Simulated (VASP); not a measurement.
# GaSb (F-43m) in VASP: notebook

The runs below take GaSb through vibrations by perturbation theory, with LDA.

All numbers are computed with VASP 6.6.1; they aren't measurements. Logs are shortened: lines on timing, memory, paths and dates and some standing lists are left out, and cuts for length are marked.

## 1. The cell of the first run

It takes space group F-43m (No. 216, cubic). Conventional cell: a = 6.020 Å, b = 6.020 Å, c = 6.020 Å, α = 90.00°, β = 90.00°, γ = 90.00°. Within 3.4 Å of Ga (site symmetry -43m) lie 4 Sb at 2.61 Å. Within 3.4 Å of Sb (site symmetry -43m) lie 4 Ga at 2.61 Å.

## 2. Vibrations by perturbation theory, LDA (27.27 Å³/atom)

INCAR

```
SYSTEM = GaSb
PREC     = Accurate       ! precision mode
ENCUT    = 500            ! plane-wave cutoff, eV
EDIFF    = 1E-8           ! SCF threshold, eV
ISMEAR   = -1             ! smearing method
SIGMA    = 0.05           ! smearing width, eV
LREAL    = .False.        ! projectors in reciprocal space
LASPH    = .True.         ! aspherical terms in the spheres
NELM     = 120            ! most SCF steps
ALGO     = Normal         ! electronic algorithm
ISIF     = 2              ! what is computed and relaxed
LWAVE    = .False.        ! write WAVECAR
LCHARG   = .False.        ! write CHGCAR
NBANDS   = 16             ! bands
IBRION   = 8              ! ionic algorithm
NSW      = 1              ! ionic steps
GGA_COMPAT= .False.
```

KPOINTS

```
Automatic mesh
0
Gamma
  10 10 10
  0 0 0
```

POSCAR

```
GaSb
1.0
    0.0000000000      3.0098397746      3.0098397746
    3.0098397746      0.0000000000      3.0098397746
    3.0098397746      3.0098397746      0.0000000000
Ga Sb
1 1
Direct
    0.0000000000      0.0000000000      0.0000000000
    0.7500000000      0.7500000000      0.7500000000
```

Potentials or basis: VASP PAW LDA potentials, release 64 (Ga_d, Sb).

Command:

```sh
> cat potpaw_LDA.64/Ga_d/POTCAR potpaw_LDA.64/Sb/POTCAR > POTCAR
> mpirun -np 1 vasp_std > vasp.out
```

OUTCAR:

```text
SYSTEM = GaSb
   PREC = Accurate
   ENCUT = 500
   EDIFF = 1E-8
   ISMEAR = -1
   LREAL = .False.
   LASPH = .True.
   NELM = 120
   ISIF = 2
   IBRION = 8
   NSW = 1

 ion  position               nearest neighbor table
   1  0.000  0.000  0.000-   2 2.61   2 2.61   2 2.61   2 2.61
   2  0.750  0.750  0.750-   1 2.61   1 2.61   1 2.61   1 2.61

  LATTYP: Found a face centered cubic cell.
 ALAT       =     6.0196795492

  Lattice vectors:

 A1 = (   0.0000000000,   3.0098397746,   3.0098397746)
 A2 = (   3.0098397746,   0.0000000000,   3.0098397746)
 A3 = (   3.0098397746,   3.0098397746,   0.0000000000)

Analysis of symmetry for initial positions (statically):
=====================================================================
 Subroutine PRICEL returns:
 Original cell was already a primitive cell.

 Routine SETGRP: Setting up the symmetry group for a
 face centered cubic supercell.

 Subroutine GETGRP returns: Found 24 space group operations
 (whereof 24 operations were pure point group operations)
 out of a pool of 48 trial point group operations.

The static configuration has the point symmetry T_d .

Analysis of symmetry for dynamics (positions and initial velocities):
=====================================================================
 Subroutine PRICEL returns:
 Original cell was already a primitive cell.

 Routine SETGRP: Setting up the symmetry group for a
 face centered cubic supercell.

 Subroutine GETGRP returns: Found 24 space group operations
 (whereof 24 operations were pure point group operations)
 out of a pool of 48 trial point group operations.

The dynamic configuration has the point symmetry T_d .

 Subroutine INISYM returns: Found 24 space group operations
 (whereof 24 operations are pure point group operations),
 and found     1 'primitive' translations

----------------------------------------------------------------------------------------

                                     Primitive cell

  volume of cell :      54.5331

  direct lattice vectors                    reciprocal lattice vectors
     0.000000000  3.009839775  3.009839775    -0.166121800  0.166121800  0.166121800
     3.009839775  0.000000000  3.009839775     0.166121800 -0.166121800  0.166121800
     3.009839775  3.009839775  0.000000000     0.166121800  0.166121800 -0.166121800

  length of vectors
     4.256556230  4.256556230  4.256556230     0.287731397  0.287731397  0.287731397

  position of ions in fractional coordinates (direct lattice)
     0.000000000  0.000000000  0.000000000
     0.750000000  0.750000000  0.750000000

  ion indices of the primitive-cell ions
   primitive index   ion index
                 1           1
                 2           2

----------------------------------------------------------------------------------------

 KPOINTS: Automatic mesh

Automatic generation of k-mesh.
 Grid dimensions read from file:
 generate k-points for:   10   10   10

 Generating k-lattice:

  Cartesian coordinates                     Fractional coordinates (reciprocal lattice)
    -0.016612180  0.016612180  0.016612180     0.100000000  0.000000000  0.000000000
     0.016612180 -0.016612180  0.016612180     0.000000000  0.100000000  0.000000000
     0.016612180  0.016612180 -0.016612180     0.000000000  0.000000000  0.100000000

  Length of vectors
     0.028773140  0.028773140  0.028773140

  Shift w.r.t. Gamma in fractional coordinates (k-lattice)
     0.000000000  0.000000000  0.000000000
[... 73 lines left out ...]
  Fermi-wavevector in a.u.,A,eV,Ry     =   1.131390  2.138017 17.416043  1.280043
  Thomas-Fermi vector in A             =   2.268089
   LORBIT       =      0    0 simple, 1 ext, 2 COOP (PROOUT), +10 PAW based schemes
   GGA     = CA    functional components
   LHFCALC =     F    Hartree Fock is set to
   AEXX    =    0.0000 exact exchange contribution
   IVDW    =     0    specifies the selected vdW correction
   LEPSILON=     F    determine dielectric tensor
   LRPA    =     F    only Hartree local field effects (RPA)
 non-spin polarized calculation
  energy-cutoff  :      500.00
  volume of cell :       54.53
 maximum number of plane-waves:      1411
   NGX = 15   NGY = 15   NGZ = 15

--------------------------------------- Ionic step        1  -------------------------------------------

 number of electron      17.9999999 magnetization

 Free energy of the ion-electron system (eV)
  ---------------------------------------------------
  ext. energy  EPLUGINS =         0.00000000
  ---------------------------------------------------
  free energy    TOTEN  =        -8.66915258 eV

  energy without entropy =       -8.66899725  energy(sigma->0) =       -8.66907492

 E-fermi :   5.3370     XC(G=0):  -9.6070

 val. band max:        5.1932030969   @ k =   0.0000   0.0000   0.0000
 cond. band min:       5.4196159320   @ k =   0.0000   0.0000   0.0000
 fundamental gap:      0.2264128350
 Fermi energy:         5.3369592907

 k-point     1 :       0.0000    0.0000    0.0000
  band No.  band energies     occupation
      1     -10.0544      2.00000
      2     -10.0544      2.00000
      3     -10.0544      2.00000
      4      -9.9973      2.00000
      5      -9.9973      2.00000
      6      -6.6712      2.00000
[... 433 lines left out ...]
      3     -10.0320      2.00000
      4     -10.0076      2.00000
      5      -9.9941      2.00000
      6      -4.9567      2.00000
[... 8 lines left out ...]
     15      15.5788      0.00000
     16      15.7371      0.00000

 [... further k-points ...]

------------------------ aborting loop because EDIFF is reached ----------------------------------------

  FORCE on cell =-STRESS in cart. coord.  units (eV):
  Direction    XX          YY          ZZ          XY          YZ          ZX
  --------------------------------------------------------------------------------------
  -------------------------------------------------------------------------------------
  Total        0.3551467      0.3551467      0.3551467     -0.0000000     -0.0000000     -0.0000000
  in kB       10.4341777     10.4341777     10.4341777     -0.0000000     -0.0000000     -0.0000000
  external PRESSURE =      10.4341777 kB  Pullay stress =       0.0000000 kB

 VOLUME and BASIS-vectors are now :
 -----------------------------------------------------------------------------
  energy-cutoff  :      500.00
  volume of cell :       54.53
      direct lattice vectors                 reciprocal lattice vectors
     0.000000000  3.009839775  3.009839775    -0.166121800  0.166121800  0.166121800
     3.009839775  0.000000000  3.009839775     0.166121800 -0.166121800  0.166121800
     3.009839775  3.009839775  0.000000000     0.166121800  0.166121800 -0.166121800

 POSITION                                       TOTAL-FORCE (eV/Angst)
 -----------------------------------------------------------------------------------
      0.00000      0.00000      0.00000         0.000000      0.000000      0.000000
      4.51476      4.51476      4.51476        -0.000000     -0.000000     -0.000000
 -----------------------------------------------------------------------------------
    total drift:                               -0.000001     -0.000001     -0.000001

  FREE ENERGIE OF THE ION-ELECTRON SYSTEM (eV)
  ---------------------------------------------------
  free  energy   TOTEN  =        -8.6691525825 eV

  energy  without entropy=       -8.6689972539  energy(sigma->0) =       -8.66907492

[... ionic steps 2 to 3 ...]

--------------------------------------- Ionic step        4  -------------------------------------------

------------------------ aborting loop because EDIFF is reached ----------------------------------------

[... ionic steps 5 to 6 ...]

--------------------------------------- Ionic step        7  -------------------------------------------

 Free energy of the ion-electron system (eV)
  ---------------------------------------------------
  ---------------------------------------------------
  free energy    TOTEN  =        -0.02647210 eV

  energy without entropy =       -0.02647210

------------------------ aborting loop because EDIFF is reached ----------------------------------------

 INTERNAL STRAIN TENSOR  FOR ION    2  DIRECTION 1   (eV/Angst):
 -----------------------------------------------------------------------------
    -0.00831  0.00000  0.00000
     0.00000  0.00592  7.66652
     0.00000  7.66652  0.00592

 INTERNAL STRAIN TENSOR FOR ION    2 for displacements in x,y,z  (eV/Angst):
          X           Y           Z          XY          YZ          ZX
  --------------------------------------------------------------------------------
  x     0.00000     0.00000     0.00000     0.00000     7.66652     0.00000
  y     0.00000     0.00000     0.00000     0.00000     0.00000     7.66652
  z     0.00000     0.00000     0.00000     7.66652     0.00000     0.00000

 SECOND DERIVATIVES (NOT SYMMETRIZED)
 ------------------------------------
               1X          1Y          1Z          2X          2Y          2Z
  1X    -8.741572    0.000000    0.000000    8.741572    0.000000    0.000000
  1Y     0.000000   -8.741572    0.000000    0.000000    8.741572    0.000000
  1Z     0.000000    0.000000   -8.741572    0.000000    0.000000    8.741572
  2X     8.745088    0.000000    0.000000   -8.745088    0.000000    0.000000
  2Y     0.000000    8.745088    0.000000    0.000000   -8.745088    0.000000
  2Z     0.000000    0.000000    8.745088    0.000000    0.000000   -8.745088

 Eigenvectors and eigenvalues of the dynamical matrix
 ----------------------------------------------------

   1 f  =    6.942383 THz    43.620277 2PiTHz  231.572961 cm-1    28.711375 meV
             X         Y         Z           dx          dy          dz
      0.000000  0.000000  0.000000    -0.563811   -0.563811    0.000000
      4.514760  4.514760  4.514760     0.426751    0.426751    0.000000
[... 21 lines left out ...]
   6 f/i=    0.000672 THz     0.004221 2PiTHz    0.022410 cm-1     0.002778 meV
             X         Y         Z           dx          dy          dz
      0.000000  0.000000  0.000000     0.029933   -0.403500   -0.447800
      4.514760  4.514760  4.514760     0.039547   -0.533093   -0.591620

--------------------------------------------------------------------------------------------------------

 ELASTIC MODULI CONTR FROM IONIC RELAXATION (kBar)
 Direction    XX          YY          ZZ          XY          YZ          ZX
 --------------------------------------------------------------------------------
 XX          -0.0000     -0.0000     -0.0000     -0.0000      0.0000     -0.0000
 YY          -0.0000     -0.0000     -0.0000     -0.0000     -0.0000     -0.0000
 ZZ          -0.0000     -0.0000     -0.0000      0.0000     -0.0000     -0.0000
 XY          -0.0000     -0.0000      0.0000   -200.9901      0.0000      0.0000
 YZ           0.0000     -0.0000     -0.0000      0.0000   -200.9901      0.0000
 ZX          -0.0000     -0.0000     -0.0000      0.0000      0.0000   -200.9901
 --------------------------------------------------------------------------------
```

It took 6.6 min on 1 thread of Intel Xeon Platinum 8259CL at 2.50GHz (Skylake/Cascade Lake), shared host; peak memory 0.42 GiB.

What came out:

```
Highest phonon frequency at Γ, LO-TO splitting left out : 232 cm⁻¹
```

Phonon frequencies in cm⁻¹ (negative: imaginary):
| q point | frequencies |
| --- | --- |
| (0.000, 0.000, 0.000) | 0 0 0 232 232 232 |

Caveat: the cell stands under pressure or tension, which shifts response properties; spin-orbit coupling is left out, which moves the levels of the heavy elements.

[end of part 1 of 3]
